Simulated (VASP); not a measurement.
# CdTe (F-43m) in VASP: notebook

CdTe is run at these levels: HSE06, PBE0, HF; tasks: single point.

Everything below comes from runs of VASP 6.6.1. Logs are shortened: lines on timing, memory, paths and dates and some standing lists are left out, and cuts for length are marked.

**1. The cell of the first run**

The structure is cubic, space group F-43m (No. 216). Conventional cell: a = 6.489 Å, b = 6.489 Å, c = 6.489 Å, α = 90.00°, β = 90.00°, γ = 90.00°. Within 3.7 Å of Cd (site symmetry -43m) lie 4 Te at 2.81 Å. Te (site symmetry -43m) has 4 Cd at 2.81 Å within 3.7 Å.

**2. Single point, HSE06**

Input file POSCAR:

```
CdTe
1.0
    0.0000000000      3.2446714374      3.2446714374
    3.2446714374      0.0000000000      3.2446714374
    3.2446714374      3.2446714374      0.0000000000
Cd Te
1 1
Direct
    0.0000000000      0.0000000000      0.0000000000
    0.2500000000      0.2500000000      0.2500000000
```

Input file INCAR.step1:

```
SYSTEM = CdTe
PREC = Accurate
ENCUT = 520
EDIFF = 1E-5
ISMEAR = 0
SIGMA = 0.01
LREAL = .False.
LASPH = .True.
NELM = 100
ALGO = Normal
ISIF = 2
LWAVE = .True.
NBANDS = 16
GGA = PE
```

Input file INCAR.step2:

```
SYSTEM = CdTe
PREC = Accurate
ENCUT = 520
EDIFF = 1E-7
ISMEAR = 0
SIGMA = 0.01
LREAL = .False.
LASPH = .True.
NELM = 100
ALGO = Normal
ISIF = 2
LWAVE = .False.
LCHARG = .True.
GGA = PE
LHFCALC = .True.
HFSCREEN = 0.2079
PRECFOCK = Normal
LELF = .True.
LVHAR = .True.
NBANDS = 16
ISTART = 1
```

Input file KPOINTS:

```
regular mesh
0
Gamma
  4 4 4
  0 0 0
```

Potentials or basis: VASP PAW PBE potentials, release 64 (Cd, Te).

Run with:

```console
cat potpaw_PBE.64/Cd/POTCAR potpaw_PBE.64/Te/POTCAR > POTCAR
cp INCAR.step1 INCAR
mpirun -np 1 vasp_std > vasp.out
cp INCAR.step2 INCAR
mpirun -np 1 vasp_std > vasp.out
```

OUTCAR:

```text
SYSTEM = CdTe
   PREC = Accurate
   ENCUT = 520
   EDIFF = 1E-7
   ISMEAR = 0
   LREAL = .False.
   LASPH = .True.
   NELM = 100
   ISIF = 2
   GGA = PE
   LHFCALC = .True.
   HFSCREEN = 0.2079
   PRECFOCK = Normal
   ISTART = 1

 ion  position               nearest neighbor table
   1  0.000  0.000  0.000-   2 2.81   2 2.81   2 2.81   2 2.81
   2  0.250  0.250  0.250-   1 2.81   1 2.81   1 2.81   1 2.81

  LATTYP: Found a face centered cubic cell.
 ALAT       =     6.4893428748

  Lattice vectors:

 A1 = (   0.0000000000,   3.2446714374,   3.2446714374)
 A2 = (   3.2446714374,   0.0000000000,   3.2446714374)
 A3 = (   3.2446714374,   3.2446714374,   0.0000000000)

Analysis of symmetry for initial positions (statically):
=====================================================================
 Subroutine PRICEL returns:
 Original cell was already a primitive cell.

 Routine SETGRP: Setting up the symmetry group for a
 face centered cubic supercell.

 Subroutine GETGRP returns: Found 24 space group operations
 (whereof 24 operations were pure point group operations)
 out of a pool of 48 trial point group operations.

The static configuration has the point symmetry T_d .

Analysis of symmetry for dynamics (positions and initial velocities):
=====================================================================
 Subroutine PRICEL returns:
 Original cell was already a primitive cell.

 Routine SETGRP: Setting up the symmetry group for a
 face centered cubic supercell.

 Subroutine GETGRP returns: Found 24 space group operations
 (whereof 24 operations were pure point group operations)
 out of a pool of 48 trial point group operations.

The dynamic configuration has the point symmetry T_d .

 Subroutine INISYM returns: Found 24 space group operations
 (whereof 24 operations are pure point group operations),
 and found     1 'primitive' translations

----------------------------------------------------------------------------------------

                                     Primitive cell

  volume of cell :      68.3191

  direct lattice vectors                    reciprocal lattice vectors
     0.000000000  3.244671437  3.244671437    -0.154098808  0.154098808  0.154098808
     3.244671437  0.000000000  3.244671437     0.154098808 -0.154098808  0.154098808
     3.244671437  3.244671437  0.000000000     0.154098808  0.154098808 -0.154098808

  length of vectors
     4.588658352  4.588658352  4.588658352     0.266906964  0.266906964  0.266906964

  position of ions in fractional coordinates (direct lattice)
     0.000000000  0.000000000  0.000000000
     0.250000000  0.250000000  0.250000000

  ion indices of the primitive-cell ions
   primitive index   ion index
                 1           1
                 2           2

----------------------------------------------------------------------------------------

 KPOINTS: regular mesh

Automatic generation of k-mesh.
 Grid dimensions read from file:
 generate k-points for:    4    4    4

 Generating k-lattice:

  Cartesian coordinates                     Fractional coordinates (reciprocal lattice)
    -0.038524702  0.038524702  0.038524702     0.250000000  0.000000000  0.000000000
     0.038524702 -0.038524702  0.038524702     0.000000000  0.250000000  0.000000000
     0.038524702  0.038524702 -0.038524702     0.000000000  0.000000000  0.250000000

  Length of vectors
     0.066726741  0.066726741  0.066726741

  Shift w.r.t. Gamma in fractional coordinates (k-lattice)
     0.000000000  0.000000000  0.000000000

 Subroutine IBZKPT returns following result:
 ===========================================

 Found      8 irreducible k-points:

 Following reciprocal coordinates:
            Coordinates               Weight
  0.000000  0.000000  0.000000      1.000000
  0.250000  0.000000  0.000000      8.000000
  0.500000  0.000000  0.000000      4.000000
  0.250000  0.250000  0.000000      6.000000
  0.500000  0.250000  0.000000     24.000000
 -0.250000  0.250000  0.000000     12.000000
  0.500000  0.500000  0.000000      3.000000
 -0.250000  0.500000  0.250000      6.000000
   k-points           NKPTS =      8   k-points in BZ     NKDIM =     64   number of bands    NBANDS=     16
   number of dos      NEDOS =    301   number of ions     NIONS =      2
   total plane-waves  NPLWV =  46656
   dimension x,y,z NGX =    36 NGY =   36 NGZ =   36
   dimension x,y,z NGXF=    72 NGYF=   72 NGZF=   72
   ions per type =               1   1
   NGX,Y,Z   is equivalent  to a cutoff of  13.04, 13.04, 13.04 a.u.
   NGXF,Y,Z  is equivalent  to a cutoff of  26.09, 26.09, 26.09 a.u.
 SYSTEM =  CdTe
   PREC   = accura    normal or accurate (medium, high low for compatibility)
   ISTART =      1    job   : 0-new  1-cont  2-samecut
   ICHARG =      0    charge: 1-file 2-atom 10-const
   ISPIN  =      1    spin polarized calculation?
   LNONCOLLINEAR =      F non collinear calculations
   LSORBIT =      F    spin-orbit coupling
   LASPH  =      T    aspherical Exc in radial PAW
   ENCUT  =  520.0 eV  38.22 Ry    6.18 a.u.   8.53  8.53  8.53*2*pi/ulx,y,z
   NELM   =    100;   NELMIN=  2; NELMDL=  0     # of ELM steps
   EDIFF  = 0.1E-06   stopping-criterion for ELM
   LREAL  =      F    real-space projection
   EDIFFG = 0.1E-05   stopping-criterion for IOM
   NSW    =      0    number of steps for IOM
   IBRION =     -1    ionic relax: 0-MD 1-quasi-New 2-CG
   NFREE  =      0    steps in history (QN), initial steepest desc. (CG)
   ISIF   =      2    stress and relaxation
   ISYM   =      3    0-nonsym 1-usesym 2-fastsym
   POTIM  = 0.5000    time-step for ionic-motion
   TEBEG  =    0.0;   TEEND  =   0.0 temperature during run
   PSTRESS=    0.0 pullay stress
   NELECT =      18.0000    total number of electrons
   NUPDOWN=      -1.0000    fix difference up-down
   EMIN   =  10.00;   EMAX   =-10.00  energy-range for DOS
   EFERMI =   0.00;   METHOD = LEGACY
   ISMEAR =     0;   SIGMA  =   0.01  broadening in eV -4-tet -1-fermi 0-gaus
   EFERMI_NEDOS =   21; number of points for ismear=-14 and -15
   IALGO  =     38    algorithm
   IMIX   =      1    mixing-type and parameters
     AMIX     =   0.40;   BMIX     =  1.00
     AMIX_MAG =   1.60;   BMIX_MAG =  1.00
  volume/ion in A,a.u.               =      34.16       230.52
  Fermi-wavevector in a.u.,A,eV,Ry     =   1.049506  1.983279 14.986313  1.101463
  Thomas-Fermi vector in A             =   2.184471
   LORBIT       =      0    0 simple, 1 ext, 2 COOP (PROOUT), +10 PAW based schemes
   GGA     = PE    functional components
   LHFCALC =     T    Hartree Fock is set to
   PRECFOCK=normal    Normal, Fast or Accurate (Low or Medium for compatibility)
   ENCUT4O =  -1.0   cutoff for four orbital integrals eV
   NKREDX  =     1    reduce k-point grid by
   NKREDY  =     1    reduce k-point grid by
   NKREDZ  =     1    reduce k-point grid by
   AEXX    =    0.2500 exact exchange contribution
   HFSCREEN=    0.2079 screening length (either q_TF or 0.3 A-1)
   HFSCREENC=   0.2079 screening length for correlation (either q_TF or 0.3 A-1)
   ENCUTFOCK=  -1.0 apply spherical cutoff to Coloumb kernel
   IVDW    =     0    specifies the selected vdW correction
   LEPSILON=     F    determine dielectric tensor
   LRPA    =     F    only Hartree local field effects (RPA)
 non-spin polarized calculation
 Gauss-broadening in eV      SIGMA  =   0.01
  energy-cutoff  :      520.00
  volume of cell :       68.32
 maximum number of plane-waves:      1856
 NGX is ok and might be reduce to    36
  NGX = 28; NGY = 28; NGZ = 28

 number of electron      17.9999997 magnetization

 Free energy of the ion-electron system (eV)
  ---------------------------------------------------
  ext. energy  EPLUGINS =         0.00000000
  ---------------------------------------------------
  free energy    TOTEN  =        -5.98097481 eV

  energy without entropy =       -5.98097481  energy(sigma->0) =       -5.98097481

 E-fermi :   1.9189     XC(G=0):  -7.1448

 val. band max:        1.8137848054   @ k =   0.0000   0.0000   0.0000
 cond. band min:       3.3649447704   @ k =   0.0000   0.0000   0.0000
 fundamental gap:      1.5511599650
 Fermi energy:         1.9188710708

 k-point     1 :       0.0000    0.0000    0.0000
  band No.  band energies     occupation
      1     -10.2920      2.00000
      2      -7.7732      2.00000
      3      -7.7732      2.00000
      4      -7.7732      2.00000
      5      -7.5126      2.00000
      6      -7.5126      2.00000
[... 8 lines left out ...]
     15      12.1460      0.00000
     16      12.1460      0.00000

 k-point     2 :       0.2500    0.0000    0.0000
  band No.  band energies     occupation
      1     -10.0920      2.00000
      2      -7.7384      2.00000
      3      -7.7384      2.00000
      4      -7.5330      2.00000
      5      -7.5132      2.00000
      6      -7.5132      2.00000
[... 8 lines left out ...]
     15      11.1863      0.00000
     16      11.1863      0.00000

 k-point     3 :       0.5000    0.0000    0.0000
  band No.  band energies     occupation
      1      -9.9092      2.00000
      2      -7.7108      2.00000
      3      -7.7108      2.00000
      4      -7.5053      2.00000
      5      -7.5053      2.00000
      6      -7.0658      2.00000
[... 8 lines left out ...]
     15      13.2207      0.00000
     16      13.2207      0.00000

 k-point     4 :       0.2500    0.2500    0.0000
  band No.  band energies     occupation
      1     -10.0290      2.00000
      2      -7.6985      2.00000
      3      -7.6985      2.00000
      4      -7.5886      2.00000
      5      -7.4985      2.00000
      6      -7.4475      2.00000
[... 8 lines left out ...]
     15      12.7129      0.00000
     16      13.6173      0.00000

 k-point     5 :       0.5000    0.2500    0.0000
  band No.  band energies     occupation
      1      -9.8549      2.00000
      2      -7.6769      2.00000
      3      -7.6616      2.00000
      4      -7.5505      2.00000
      5      -7.4982      2.00000
      6      -6.9906      2.00000
[... 8 lines left out ...]
     15      13.4256      0.00000
     16      13.8916      0.00000

 k-point     6 :      -0.2500    0.2500    0.0000
  band No.  band energies     occupation
      1      -9.9103      2.00000
      2      -7.6960      2.00000
      3      -7.6921      2.00000
      4      -7.5203      2.00000
      5      -7.5187      2.00000
      6      -7.1432      2.00000
[... 8 lines left out ...]
     15      12.4597      0.00000
     16      14.0164      0.00000

 k-point     7 :       0.5000    0.5000    0.0000
  band No.  band energies     occupation
      1      -9.8012      2.00000
      2      -7.6161      2.00000
      3      -7.6161      2.00000
      4      -7.6058      2.00000
      5      -7.4842      2.00000
      6      -6.8804      2.00000
[... 8 lines left out ...]
     15      13.7009      0.00000
     16      14.4473      0.00000

 k-point     8 :      -0.2500    0.5000    0.2500
  band No.  band energies     occupation
      1      -9.8036      2.00000
      2      -7.6553      2.00000
      3      -7.6445      2.00000
      4      -7.5426      2.00000
      5      -7.5117      2.00000
      6      -6.8016      2.00000
[... 8 lines left out ...]
     15      14.0723      0.00000
     16      14.1960      0.00000

------------------------ aborting loop because EDIFF is reached ----------------------------------------

  FORCE on cell =-STRESS in cart. coord.  units (eV):
  Direction    XX          YY          ZZ          XY          YZ          ZX
  --------------------------------------------------------------------------------------
  -------------------------------------------------------------------------------------
  Total        0.7118613      0.7118613      0.7118613      0.0000000      0.0000000      0.0000000
  in kB       16.6941311     16.6941311     16.6941311      0.0000000      0.0000000      0.0000000
  external PRESSURE =      16.6941311 kB  Pullay stress =       0.0000000 kB

 VOLUME and BASIS-vectors are now :
 -----------------------------------------------------------------------------
  energy-cutoff  :      520.00
  volume of cell :       68.32
      direct lattice vectors                 reciprocal lattice vectors
     0.000000000  3.244671437  3.244671437    -0.154098808  0.154098808  0.154098808
     3.244671437  0.000000000  3.244671437     0.154098808 -0.154098808  0.154098808
     3.244671437  3.244671437  0.000000000     0.154098808  0.154098808 -0.154098808

 POSITION                                       TOTAL-FORCE (eV/Angst)
 -----------------------------------------------------------------------------------
      0.00000      0.00000      0.00000         0.000000      0.000000      0.000000
      1.62234      1.62234      1.62234        -0.000000      0.000000     -0.000000
 -----------------------------------------------------------------------------------
    total drift:                               -0.000003     -0.000002     -0.000002

  FREE ENERGIE OF THE ION-ELECTRON SYSTEM (eV)
  ---------------------------------------------------
  free  energy   TOTEN  =        -5.9809748130 eV

  energy  without entropy=       -5.9809748130  energy(sigma->0) =       -5.98097481
```

Wall time 17 min (1 thread of Intel Xeon Platinum 8259CL at 2.50GHz (Skylake/Cascade Lake), shared host); peak memory 0.32 GiB.

What came out:

| Quantity | Value |
| --- | --- |
| Free energy | -5.9810 eV |
| Pressure | 1.7 GPa |
| Band gap on the k mesh | 1.55 eV |

Caveat: the PAW data sets were made with another functional, which shifts forces and pressure a little; spin-orbit coupling is left out, which moves the levels of the heavy elements.

[end of part 1 of 3]
